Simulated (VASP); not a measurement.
# ZnSe (F-43m) in VASP: further runs

The runs below take ZnSe through single point, with PBE.

Everything below comes from runs of VASP 6.6.1. Logs are shortened: lines on timing, memory, paths and dates and some standing lists are left out, and cuts for length are marked.

## Step 1: The cell of the first run

Symmetry: F-43m, No. 216, cubic system. Conventional cell: a = 5.547 Å, b = 5.547 Å, c = 5.547 Å, α = 90.00°, β = 90.00°, γ = 90.00°. Zn (site symmetry -43m) has 4 Se at 2.40 Å within 3.2 Å. Se (site symmetry -43m) has 4 Zn at 2.40 Å within 3.2 Å.

## Step 2: Single point, PBE

Input file INCAR:

```
PREC     = Accurate       # precision mode
ENCUT    = 520            # plane-wave cutoff, eV
EDIFF    = 1E-6           # SCF threshold, eV
ISMEAR   = 0              # smearing method
SIGMA    = 0.01           # smearing width, eV
LREAL    = F              # projectors in reciprocal space
LASPH    = T              # aspherical terms in the spheres
NELM     = 80             # most SCF steps
ALGO     = Normal         # electronic algorithm
ISIF     = 2              # what is computed and relaxed
LWAVE    = F              # write WAVECAR
LCHARG   = F              # write CHGCAR
GGA      = PE             # functional
NBANDS   = 16             # bands
```

Input file KPOINTS:

```
regular mesh
0
Gamma
  8 8 8
```

Input file POSCAR:

```
ZnSe
1.0
    0.0000000000      2.7737113644      2.7737113644
    2.7737113644      0.0000000000      2.7737113644
    2.7737113644      2.7737113644      0.0000000000
Zn Se
1 1
Direct
    0.0000000000      0.0000000000      0.0000000000
    0.7500000000      0.7500000000      0.7500000000
```

Potentials or basis: VASP PAW PBE potentials, release 64 (Zn, Se).

Run with:

```console
$ cat potpaw_PBE.64/Zn/POTCAR potpaw_PBE.64/Se/POTCAR > POTCAR
$ mpirun -np 1 vasp_std > vasp.out
```

OUTCAR:

```text
PREC = Accurate
   ENCUT = 520
   EDIFF = 1E-6
   ISMEAR = 0
   LREAL = F
   LASPH = T
   NELM = 80
   ISIF = 2
   GGA = PE

 ion  position               nearest neighbor table
   1  0.000  0.000  0.000-   2 2.40   2 2.40   2 2.40   2 2.40
   2  0.750  0.750  0.750-   1 2.40   1 2.40   1 2.40   1 2.40

  LATTYP: Found a face centered cubic cell.
 ALAT       =     5.5474227288

  Lattice vectors:

 A1 = (   0.0000000000,   2.7737113644,   2.7737113644)
 A2 = (   2.7737113644,   0.0000000000,   2.7737113644)
 A3 = (   2.7737113644,   2.7737113644,   0.0000000000)

Analysis of symmetry for initial positions (statically):
=====================================================================
 Subroutine PRICEL returns:
 Original cell was already a primitive cell.

 Routine SETGRP: Setting up the symmetry group for a
 face centered cubic supercell.

 Subroutine GETGRP returns: Found 24 space group operations
 (whereof 24 operations were pure point group operations)
 out of a pool of 48 trial point group operations.

The static configuration has the point symmetry T_d .

Analysis of symmetry for dynamics (positions and initial velocities):
=====================================================================
 Subroutine PRICEL returns:
 Original cell was already a primitive cell.

 Routine SETGRP: Setting up the symmetry group for a
 face centered cubic supercell.

 Subroutine GETGRP returns: Found 24 space group operations
 (whereof 24 operations were pure point group operations)
 out of a pool of 48 trial point group operations.

The dynamic configuration has the point symmetry T_d .

 Subroutine INISYM returns: Found 24 space group operations
 (whereof 24 operations are pure point group operations),
 and found     1 'primitive' translations

----------------------------------------------------------------------------------------

                                     Primitive cell

  volume of cell :      42.6790

  direct lattice vectors                    reciprocal lattice vectors
     0.000000000  2.773711364  2.773711364    -0.180263890  0.180263890  0.180263890
     2.773711364  0.000000000  2.773711364     0.180263890 -0.180263890  0.180263890
     2.773711364  2.773711364  0.000000000     0.180263890  0.180263890 -0.180263890

  length of vectors
     3.922620230  3.922620230  3.922620230     0.312226216  0.312226216  0.312226216

  position of ions in fractional coordinates (direct lattice)
     0.000000000  0.000000000  0.000000000
     0.750000000  0.750000000  0.750000000

[... 76 lines left out ...]
   EDIFF  = 0.1E-05   stopping-criterion for ELM
   LREAL  =      F    real-space projection
   EDIFFG = 0.1E-04   stopping-criterion for IOM
   NSW    =      0    number of steps for IOM
   IBRION =     -1    ionic relax: 0-MD 1-quasi-New 2-CG
   NFREE  =      0    steps in history (QN), initial steepest desc. (CG)
   ISIF   =      2    stress and relaxation
   ISYM   =      2    0-nonsym 1-usesym 2-fastsym
   POTIM  = 0.5000    time-step for ionic-motion
   TEBEG  =    0.0;   TEEND  =   0.0 temperature during run
   PSTRESS=    0.0 pullay stress
   NELECT =      18.0000    total number of electrons
   NUPDOWN=      -1.0000    fix difference up-down
   EMIN   =  10.00;   EMAX   =-10.00  energy-range for DOS
   EFERMI =   0.00;   METHOD = LEGACY
   ISMEAR =     0;   SIGMA  =   0.01  broadening in eV -4-tet -1-fermi 0-gaus
   EFERMI_NEDOS =   21; number of points for ismear=-14 and -15
   IALGO  =     38    algorithm
   IMIX   =      4    mixing-type and parameters
     AMIX     =   0.40;   BMIX     =  1.00
     AMIX_MAG =   1.60;   BMIX_MAG =  1.00
  volume/ion in A,a.u.               =      21.34       144.01
  Fermi-wavevector in a.u.,A,eV,Ry     =   1.227706  2.320028 20.507547  1.507262
  Thomas-Fermi vector in A             =   2.362659
   LORBIT       =      0    0 simple, 1 ext, 2 COOP (PROOUT), +10 PAW based schemes
   GGA     = PE    functional components
   LHFCALC =     F    Hartree Fock is set to
   AEXX    =    0.0000 exact exchange contribution
   IVDW    =     0    specifies the selected vdW correction
   LEPSILON=     F    determine dielectric tensor
   LRPA    =     F    only Hartree local field effects (RPA)
 non-spin polarized calculation
 Gauss-broadening in eV      SIGMA  =   0.01
  energy-cutoff  :      520.00
  volume of cell :       42.68
 maximum number of plane-waves:      1174
 NGX is ok and might be reduce to    30
   NGX = 15   NGY = 15   NGZ = 15

 number of electron      17.9999986 magnetization

 Free energy of the ion-electron system (eV)
  ---------------------------------------------------
  ext. energy  EPLUGINS =         0.00000000
  ---------------------------------------------------
  free energy    TOTEN  =        -5.93722189 eV

  energy without entropy =       -5.93722189  energy(sigma->0) =       -5.93722189

 E-fermi :   2.2354     XC(G=0):  -9.6190

 val. band max:        2.1873583532   @ k =   0.0000   0.0000   0.0000
 cond. band min:       3.7438996106   @ k =   0.0000   0.0000   0.0000
 fundamental gap:      1.5565412574
 Fermi energy:         2.2353924595

 k-point     1 :       0.0000    0.0000    0.0000
  band No.  band energies     occupation
      1     -11.5076      2.00000
      2      -4.6153      2.00000
      3      -4.6153      2.00000
      4      -4.6153      2.00000
      5      -4.1843      2.00000
      6      -4.1843      2.00000
[... 433 lines left out ...]
      3      -4.4545      2.00000
      4      -4.2284      2.00000
      5      -4.1773      2.00000
      6      -3.9444      2.00000
[... 8 lines left out ...]
     15      15.1666      0.00000
     16      16.0560      0.00000

 [... further k-points ...]

------------------------ aborting loop because EDIFF is reached ----------------------------------------

  FORCE on cell =-STRESS in cart. coord.  units (eV):
  Direction    XX          YY          ZZ          XY          YZ          ZX
  --------------------------------------------------------------------------------------
  -------------------------------------------------------------------------------------
  Total        1.9434492      1.9434492      1.9434492      0.0000000      0.0000000      0.0000000
  in kB       72.9575061     72.9575061     72.9575061      0.0000000      0.0000000      0.0000000
  external PRESSURE =      72.9575061 kB  Pullay stress =       0.0000000 kB

 VOLUME and BASIS-vectors are now :
 -----------------------------------------------------------------------------
  energy-cutoff  :      520.00
  volume of cell :       42.68
      direct lattice vectors                 reciprocal lattice vectors
     0.000000000  2.773711364  2.773711364    -0.180263890  0.180263890  0.180263890
     2.773711364  0.000000000  2.773711364     0.180263890 -0.180263890  0.180263890
     2.773711364  2.773711364  0.000000000     0.180263890  0.180263890 -0.180263890

 POSITION                                       TOTAL-FORCE (eV/Angst)
 -----------------------------------------------------------------------------------
      0.00000      0.00000      0.00000         0.000000     -0.000000      0.000000
      4.16057      4.16057      4.16057        -0.000000      0.000000     -0.000000
 -----------------------------------------------------------------------------------
    total drift:                               -0.000001     -0.000001     -0.000001

  FREE ENERGIE OF THE ION-ELECTRON SYSTEM (eV)
  ---------------------------------------------------
  free  energy   TOTEN  =        -5.9372218876 eV

  energy  without entropy=       -5.9372218876  energy(sigma->0) =       -5.93722189
```

OSZICAR:

```text
N       E                     dE             d eps       ncg     rms          rms(c)
DAV:   1     0.869980236200E+02    0.86998E+02   -0.89500E+03   928   0.131E+03
DAV:   2    -0.803699438170E+00   -0.87802E+02   -0.81991E+02  1040   0.251E+02
DAV:   3    -0.618388001045E+01   -0.53802E+01   -0.53576E+01  1136   0.610E+01
DAV:   4    -0.622665643345E+01   -0.42776E-01   -0.42771E-01  1080   0.585E+00
DAV:   5    -0.622684689045E+01   -0.19046E-03   -0.19045E-03  1168   0.359E-01    0.537E+00
DAV:   6    -0.595812124996E+01    0.26873E+00   -0.53605E-01  1344   0.250E+01    0.404E+00
DAV:   7    -0.593731036012E+01    0.20811E-01   -0.16592E-01  1104   0.372E+00    0.170E+00
DAV:   8    -0.593695731128E+01    0.35305E-03   -0.47243E-03  1208   0.808E-01    0.476E-01
DAV:   9    -0.593712487692E+01   -0.16757E-03   -0.11882E-03  1088   0.264E-01    0.636E-02
DAV:  10    -0.593724074849E+01   -0.11587E-03   -0.26656E-04  1152   0.129E-01    0.283E-02
DAV:  11    -0.593722118059E+01    0.19568E-04   -0.52829E-05  1160   0.709E-02    0.655E-03
DAV:  12    -0.593722188764E+01   -0.70705E-06   -0.71382E-06  1120   0.166E-02
   1 F= -.59372219E+01 E0= -.59372219E+01  d E =-.315405E-14
```

stdout:

```text
POSCAR found type information on POSCAR ZnSe
 POSCAR found :  2 types and       2 ions
 scaLAPACK will be used
 LDA part: xc-table for (Slater+PW92), standard interpolation
 POSCAR, INCAR and KPOINTS ok, starting setup
 FFT: planning ... GRIDC
 FFT: planning ... GRID_SOFT
 FFT: planning ... GRID
 WAVECAR not read
 entering main loop
```

It took 13 s on 1 thread of AMD EPYC 9R45 (Zen 5), shared host; peak memory 0.15 GiB.

What came out:

| Quantity | Value |
| --- | --- |
| Free energy | -5.9372 eV |
| Pressure | 7.3 GPa |
| Band gap on the k mesh | 1.56 eV, direct |

Levels at points of the mesh, in eV from the valence-band top:
```
           k point  band 6  band 7  band 8  band 9  band 10  band 11  band 12  band 13
(0.00, 0.00, 0.00)   -6.37    0.00    0.00    0.00     1.56     5.77     5.77     5.77
(0.50, 0.00, 0.00)   -6.19   -5.66   -0.97   -0.97     2.65     6.36     6.36     8.73
(0.50, 0.50, 0.00)   -6.17   -5.04   -2.43   -2.43     2.83     3.44    11.23    11.70
```

## Step 3: Single point, PBE (volume scaled by 0.98)

Input file INCAR:

```
SYSTEM = ZnSe
ALGO = Normal
EDIFF = 1E-6
ENCUT = 520
GGA = PE
ISIF = 2
ISMEAR = 0
LASPH = .True.
LCHARG = .False.
LREAL = .False.
LWAVE = .False.
NBANDS = 16
NELM = 60
PREC = Accurate
SIGMA = 0.01
```

Input file KPOINTS:

```
k-points
0
Gamma
  8 8 8
  0 0 0
```

Input file POSCAR:

```
ZnSe
1.0
    0.0000000000      2.8470668412      2.8470668412
    2.8470668412      0.0000000000      2.8470668412
    2.8470668412      2.8470668412      0.0000000000
Zn Se
1 1
Direct
    0.0000000000      0.0000000000      0.0000000000
    0.7500000000      0.7500000000      0.7500000000
```

Potentials or basis: VASP PAW PBE potentials, release 64 (Zn, Se).

Run with:

```console
$ cat potpaw_PBE.64/Zn/POTCAR potpaw_PBE.64/Se/POTCAR > POTCAR
$ mpirun -np 1 vasp_std > vasp.out
```

Wall time 14 s (1 thread of AMD EPYC 9R45 (Zen 5), shared host); peak memory 0.15 GiB.

It converged, with:

```yaml
Free_energy: -6.0277 eV
Pressure: 1.4 GPa
Band_gap_on_the_k_mesh: 1.23 eV, direct
```

Levels at points of the mesh, in eV from the valence-band top:
| k point | band 5 | band 6 | band 7 | band 8 | band 9 | band 10 | band 11 | band 12 | band 13 | band 14 |
| --- | --- | --- | --- | --- | --- | --- | --- | --- | --- | --- |
| (0.00, 0.00, 0.00) | -6.14 | -6.14 | 0.00 | 0.00 | 0.00 | 1.23 | 5.80 | 5.80 | 5.80 | 9.87 |
| (0.50, 0.00, 0.00) | -6.12 | -5.99 | -5.14 | -0.85 | -0.85 | 2.52 | 6.38 | 6.38 | 8.54 | 10.91 |
| (0.50, 0.50, 0.00) | -6.09 | -5.96 | -4.69 | -2.14 | -2.14 | 3.02 | 3.46 | 10.64 | 11.15 | 11.15 |
